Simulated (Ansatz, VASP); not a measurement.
# Two plane-wave programs on ZrC

```
Zr C
1.0
     0.00000    2.33466    2.33466
     2.33466    0.00000    2.33466
     2.33466    2.33466    0.00000
Zr C
1 1
Direct
  0.50000 0.50000 0.50000
  0.00000 0.00000 0.00000
```

Alike in both runs: functional PBEsol; k mesh 18 × 18 × 18; occupations fermi-dirac, width 0.1 eV; no spin polarisation.

Ansatz relaxed the structure, and its values are those at the end. VASP's run is a single point on that final structure, the one shown.

|  | VASP | Ansatz |
| --- | --- | --- |
| version | VASP 6.6.1 | Ansatz 0.2.0 |
| potentials or method | VASP PAW PBE potentials, release 64 (Zr_sv, C) | PAW with Ansatz's default frozen-core files, scalar-relativistic |
| plane-wave cutoff (eV) | 520 | 420 |
| valence electrons in the cell | 16 | 16 |

|  | VASP | Ansatz | Ansatz less VASP |
| --- | --- | --- | --- |
| pressure (GPa) | 0.3 | 0.0 | -0.38 |

VASP's potentials were made for PBE, not for PBEsol.
